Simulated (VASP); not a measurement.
# BeCl (Pm-3m) in VASP: further runs

The runs below take BeCl through single point, relaxation of cell and atoms, with PBE.

Everything below comes from runs of VASP 6.6.1. Logs are shortened: lines on timing, memory, paths and dates and some standing lists are left out, and cuts for length are marked.

### Step 1. The cell of the first run

It takes space group Pm-3m (No. 221, cubic). The conventional cell has a = 3.039 Å, b = 3.039 Å, c = 3.039 Å, α = 90.00°, β = 90.00°, γ = 90.00°. Be (site symmetry m-3m) has 8 Cl at 2.63 Å and 6 Be at 3.04 Å within 3.5 Å. Within 3.5 Å of Cl (site symmetry m-3m) lie 8 Be at 2.63 Å and 6 Cl at 3.04 Å.

### Step 2. Single point, PBE

File INCAR:

```
SYSTEM = BeCl
PREC     = Accurate       ! precision mode
ENCUT    = 520            ! plane-wave cutoff, eV
EDIFF    = 1E-6           ! SCF threshold, eV
ISMEAR   = 0              ! smearing method
SIGMA    = 0.1            ! smearing width, eV
LREAL    = .False.        ! projectors in reciprocal space
LASPH    = .True.         ! aspherical terms in the spheres
NELM     = 100            ! most SCF steps
ALGO     = Normal         ! electronic algorithm
ISIF     = 2              ! what is computed and relaxed
LWAVE    = .False.        ! write WAVECAR
LCHARG   = .False.        ! write CHGCAR
GGA      = PE             ! functional
NBANDS   = 12             ! bands
```

File KPOINTS:

```
Automatic mesh
0
Gamma
  18 18 18
  0 0 0
```

File POSCAR:

```
BeCl
1.0
    3.0388389105      0.0000000000      0.0000000000
    0.0000000000      3.0388389105      0.0000000000
    0.0000000000      0.0000000000      3.0388389105
Be Cl
1 1
Direct
    0.0000000000      0.0000000000      0.0000000000
    0.5000000000      0.5000000000      0.5000000000
```

Potentials or basis: VASP PAW PBE potentials, release 64 (Be, Cl).

Command:

```console
cat potpaw_PBE.64/Be/POTCAR potpaw_PBE.64/Cl/POTCAR > POTCAR
mpirun -np 1 vasp_std > vasp.out
```

OUTCAR:

```text
SYSTEM = BeCl
   PREC = Accurate
   ENCUT = 520
   EDIFF = 1E-6
   ISMEAR = 0
   LREAL = .False.
   LASPH = .True.
   NELM = 100
   ISIF = 2
   GGA = PE

 ion  position               nearest neighbor table
   1  0.000  0.000  0.000-
   2  0.500  0.500  0.500-

  LATTYP: Found a simple cubic cell.
 ALAT       =     3.0388389105

  Lattice vectors:

 A1 = (   3.0388389105,   0.0000000000,   0.0000000000)
 A2 = (   0.0000000000,   3.0388389105,   0.0000000000)
 A3 = (   0.0000000000,   0.0000000000,   3.0388389105)

Analysis of symmetry for initial positions (statically):
=====================================================================
 Subroutine PRICEL returns:
 Original cell was already a primitive cell.

 Routine SETGRP: Setting up the symmetry group for a
 simple cubic supercell.

 Subroutine GETGRP returns: Found 48 space group operations
 (whereof 48 operations were pure point group operations)
 out of a pool of 48 trial point group operations.

The static configuration has the point symmetry O_h .

Analysis of symmetry for dynamics (positions and initial velocities):
=====================================================================
 Subroutine PRICEL returns:
 Original cell was already a primitive cell.

 Routine SETGRP: Setting up the symmetry group for a
 simple cubic supercell.

 Subroutine GETGRP returns: Found 48 space group operations
 (whereof 48 operations were pure point group operations)
 out of a pool of 48 trial point group operations.

The dynamic configuration has the point symmetry O_h .

 Subroutine INISYM returns: Found 48 space group operations
 (whereof 48 operations are pure point group operations),
 and found     1 'primitive' translations

----------------------------------------------------------------------------------------

                                     Primitive cell

  volume of cell :      28.0623

  direct lattice vectors                    reciprocal lattice vectors
     3.038838910  0.000000000  0.000000000     0.329073054  0.000000000  0.000000000
     0.000000000  3.038838910  0.000000000     0.000000000  0.329073054  0.000000000
     0.000000000  0.000000000  3.038838910     0.000000000  0.000000000  0.329073054

  length of vectors
     3.038838910  3.038838910  3.038838910     0.329073054  0.329073054  0.329073054

  position of ions in fractional coordinates (direct lattice)
     0.000000000  0.000000000  0.000000000
     0.500000000  0.500000000  0.500000000
[... 80 lines left out ...]
   NSW    =      0    number of steps for IOM
   IBRION =     -1    ionic relax: 0-MD 1-quasi-New 2-CG
   NFREE  =      0    steps in history (QN), initial steepest desc. (CG)
   ISIF   =      2    stress and relaxation
   ISYM   =      2    0-nonsym 1-usesym 2-fastsym
   POTIM  = 0.5000    time-step for ionic-motion
   TEBEG  =    0.0;   TEEND  =   0.0 temperature during run
   PSTRESS=    0.0 pullay stress
   NELECT =       9.0000    total number of electrons
   NUPDOWN=      -1.0000    fix difference up-down
   EMIN   =  10.00;   EMAX   =-10.00  energy-range for DOS
   EFERMI =   0.00;   METHOD = LEGACY
   ISMEAR =     0;   SIGMA  =   0.10  broadening in eV -4-tet -1-fermi 0-gaus
   EFERMI_NEDOS =   21; number of points for ismear=-14 and -15
   IALGO  =     38    algorithm
   IMIX   =      4    mixing-type and parameters
     AMIX     =   0.40;   BMIX     =  1.00
     AMIX_MAG =   1.60;   BMIX_MAG =  1.00
  volume/ion in A,a.u.               =      14.03        94.69
  Fermi-wavevector in a.u.,A,eV,Ry     =   1.120593  2.117614 17.085232  1.255729
  Thomas-Fermi vector in A             =   2.257241
   LORBIT       =      0    0 simple, 1 ext, 2 COOP (PROOUT), +10 PAW based schemes
   GGA     = PE    functional components
   LHFCALC =     F    Hartree Fock is set to
   AEXX    =    0.0000 exact exchange contribution
   IVDW    =     0    specifies the selected vdW correction
   LEPSILON=     F    determine dielectric tensor
   LRPA    =     F    only Hartree local field effects (RPA)
 non-spin polarized calculation
 Gauss-broadening in eV      SIGMA  =   0.10
  energy-cutoff  :      520.00
  volume of cell :       28.06
 maximum number of plane-waves:       772
 NGX is ok and might be reduce to    24
   NGX = 11   NGY = 11   NGZ = 11

 number of electron       9.0000002 magnetization

 Free energy of the ion-electron system (eV)
  ---------------------------------------------------
  ext. energy  EPLUGINS =         0.00000000
  ---------------------------------------------------
  free energy    TOTEN  =        -4.33468238 eV

  energy without entropy =       -4.33061327  energy(sigma->0) =       -4.33264783

 E-fermi :   7.2777     XC(G=0): -10.2271

 val. band max:        7.2746581128   @ k =   0.4444   0.2778   0.2222
 cond. band min:       7.2937746444   @ k =   0.3889   0.2778   0.1111
 fundamental gap:      0.0191165316
 Fermi energy:         7.2777351486

 k-point     1 :       0.0000    0.0000    0.0000
  band No.  band energies     occupation
      1     -11.8478      2.00000
      2       2.5136      2.00000
      3       2.5136      2.00000
      4       2.5136      2.00000
      5       5.2258      2.00000
      6      11.8099      0.00000
      7      11.8099      0.00000
      8      14.4708      0.00000
      9      14.4708      0.00000
     10      14.4708      0.00000
     11      21.5326      0.00000
     12      21.5326      0.00000
[... 331 lines left out ...]
 k-point    24 :       0.3333    0.1111    0.0000
  band No.  band energies     occupation
      1     -11.0611      2.00000
      2      -1.3834      2.00000
      3       2.3113      2.00000
      4       3.2124      2.00000
      5       7.9677      0.00000
      6      10.3351      0.00000
      7      12.2612      0.00000
      8      12.3378      0.00000
      9      14.1121      0.00000
     10      19.2580      0.00000
     11      20.2588      0.00000
     12      20.5674      0.00000

 [... further k-points ...]
[... 5 lines left out ...]
  --------------------------------------------------------------------------------------
  -------------------------------------------------------------------------------------
  Total        0.0148973      0.0148973      0.0148973      0.0000000      0.0000000     -0.0000000
  in kB        0.8505405      0.8505405      0.8505405      0.0000000      0.0000000     -0.0000000
  external PRESSURE =       0.8505405 kB  Pullay stress =       0.0000000 kB

 VOLUME and BASIS-vectors are now :
 -----------------------------------------------------------------------------
  energy-cutoff  :      520.00
  volume of cell :       28.06
      direct lattice vectors                 reciprocal lattice vectors
     3.038838910  0.000000000  0.000000000     0.329073054  0.000000000  0.000000000
     0.000000000  3.038838910  0.000000000     0.000000000  0.329073054  0.000000000
     0.000000000  0.000000000  3.038838910     0.000000000  0.000000000  0.329073054

 POSITION                                       TOTAL-FORCE (eV/Angst)
 -----------------------------------------------------------------------------------
      0.00000      0.00000      0.00000         0.000000      0.000000      0.000000
      1.51942      1.51942      1.51942         0.000000      0.000000      0.000000
 -----------------------------------------------------------------------------------
    total drift:                                0.000000     -0.000000     -0.000000

  FREE ENERGIE OF THE ION-ELECTRON SYSTEM (eV)
  ---------------------------------------------------
  free  energy   TOTEN  =        -4.3346823839 eV

  energy  without entropy=       -4.3306132736  energy(sigma->0) =       -4.33264783
```

OSZICAR:

```text
N       E                     dE             d eps       ncg     rms          rms(c)
DAV:   1     0.321912302478E+02    0.32191E+02   -0.41700E+03  5296   0.615E+02
DAV:   2    -0.263644468715E+01   -0.34828E+02   -0.33040E+02  6824   0.123E+02
DAV:   3    -0.434611565805E+01   -0.17097E+01   -0.17052E+01  6828   0.273E+01
DAV:   4    -0.435544133085E+01   -0.93257E-02   -0.93243E-02  6188   0.249E+00
DAV:   5    -0.435552529816E+01   -0.83967E-04   -0.83961E-04  6844   0.232E-01    0.854E+00
DAV:   6    -0.433537772031E+01    0.20148E-01   -0.59402E-02  6904   0.935E-01    0.500E+00
DAV:   7    -0.433507236637E+01    0.30535E-03   -0.20911E-02  8312   0.663E-01    0.589E-01
DAV:   8    -0.433466465217E+01    0.40771E-03   -0.28150E-03  6416   0.229E-01    0.256E-02
DAV:   9    -0.433467925992E+01   -0.14608E-04   -0.67714E-05  6868   0.576E-02    0.217E-02
DAV:  10    -0.433468202991E+01   -0.27700E-05   -0.17932E-06  6292   0.105E-02    0.915E-03
DAV:  11    -0.433468238386E+01   -0.35395E-06   -0.10519E-06  4528   0.585E-03
   1 F= -.43346824E+01 E0= -.43326478E+01  d E =-.406911E-02
```

stdout:

```text
POSCAR found type information on POSCAR BeCl
 POSCAR found :  2 types and       2 ions
 scaLAPACK will be used
 LDA part: xc-table for (Slater+PW92), standard interpolation
 POSCAR, INCAR and KPOINTS ok, starting setup
 FFT: planning ... GRIDC
 FFT: planning ... GRID_SOFT
 FFT: planning ... GRID
 WAVECAR not read
 entering main loop
```

Wall time 20 s (1 thread of Intel Xeon Platinum 8488C (Sapphire Rapids), shared host); peak memory 0.18 GiB.

What came out:

- Free energy: -4.3347 eV
- Pressure: 0.1 GPa

Levels at points of the mesh, in eV from the Fermi level:
```
           k point  band 3  band 4  band 5  band 6  band 7  band 8
(0.00, 0.00, 0.00)   -4.76   -4.76   -2.05    4.53    4.53    7.19
(0.50, 0.00, 0.00)   -3.88   -3.88    0.72    3.16    4.26    4.26
(0.50, 0.50, 0.00)   -8.35   -3.34   -2.34    4.73    4.73    6.61
(0.50, 0.50, 0.50)   -6.82   -6.82   -0.98   -0.98   -0.98    2.48
```

Caveat: an odd number of electrons without spin polarisation forces a metal; a magnetic or distorted state may lie lower.

### Step 3. Relaxation of cell and atoms, PBE

This run uses another cell than the first one, of 14.69 Å³/atom, 1.047 times its volume.

File INCAR:

```
SYSTEM = BeCl
PREC = Accurate ; ENCUT = 600
EDIFF = 1E-7 ; ISMEAR = 0
SIGMA = 0.1 ; LREAL = .False.
LASPH = .True. ; NELM = 60
ALGO = Normal ; ISIF = 3
LWAVE = .False. ; LCHARG = .False.
GGA = PE ; IBRION = 2
NSW = 100 ; EDIFFG = -0.01
```

File KPOINTS:

```
regular mesh
0
Gamma
  18 18 18
  0 0 0
```

File POSCAR:

```
BeCl
1.0
    3.0857742496      0.0000000000      0.0000000000
    0.0000000000      3.0857742496      0.0000000000
    0.0000000000      0.0000000000      3.0857742496
Be Cl
1 1
Direct
    0.0000000000      0.0000000000      0.0000000000
    0.5000000000      0.5000000000      0.5000000000
```

Potentials or basis: VASP PAW PBE potentials, release 64 (Be, Cl).

Command:

```console
cat potpaw_PBE.64/Be/POTCAR potpaw_PBE.64/Cl/POTCAR > POTCAR
mpirun -np 1 vasp_std > vasp.out
```

Run time: 46 s. Hardware: 1 thread of Intel Xeon 6975P-C (Granite Rapids), shared host; peak memory 0.2 GiB.

The run converged. Its results:

| Property | Result |
| --- | --- |
| Free energy | -4.3352 eV |
| Relaxed volume | 14.06 Å³/atom |
| Relaxed cell | a = 3.041 Å, b = 3.041 Å, c = 3.041 Å, α = 90.00°, β = 90.00°, γ = 90.00° |
| Space group after relaxing (to 0.05 Å) | Pm-3m (No. 221) |
| Energy gained by relaxing | 2.5 meV/atom |
| Ionic steps | 3 |
| Pressure after relaxing | 0.1 GPa |

The path:
| step | energy change (eV) | largest force (eV/Å) | pressure (GPa) | volume (Å³) |
| --- | --- | --- | --- | --- |
| 1 | 0.0000 | 0.0000 | -1.27 | 29.38 |
| 2 | -0.0031 | 0.0000 | -0.77 | 28.89 |
| 3 | -0.0049 | 0.0000 | 0.07 | 28.11 |

Final structure:
```yaml
crystal:
  lattice:
    - [3.04064, 0.00000, 0.00000]
    - [0.00000, 3.04064, 0.00000]
    - [0.00000, 0.00000, 3.04064]
  atoms:
    - { symbol: Be, position: [0.00000, 0.00000, 0.00000] }
    - { symbol: Cl, position: [0.50000, 0.50000, 0.50000] }
```

Levels at points of the mesh, in eV from the Fermi level:
| k point | band 1 | band 2 | band 3 | band 4 | band 5 | band 6 | band 7 | band 8 |
| --- | --- | --- | --- | --- | --- | --- | --- | --- |
| (0.00, 0.00, 0.00) | -19.11 | -4.76 | -4.76 | -4.76 | -2.06 | 4.54 | 4.54 | 7.18 |
| (0.50, 0.00, 0.00) | -18.13 | -9.69 | -3.88 | -3.88 | 0.72 | 3.15 | 4.26 | 4.26 |
| (0.50, 0.50, 0.00) | -17.23 | -8.33 | -8.33 | -3.34 | -2.34 | 4.72 | 4.72 | 6.60 |
| (0.50, 0.50, 0.50) | -16.49 | -6.81 | -6.81 | -6.81 | -0.97 | -0.97 | -0.97 | 2.47 |

Caveat: an odd number of electrons without spin polarisation forces a metal; a magnetic or distorted state may lie lower.
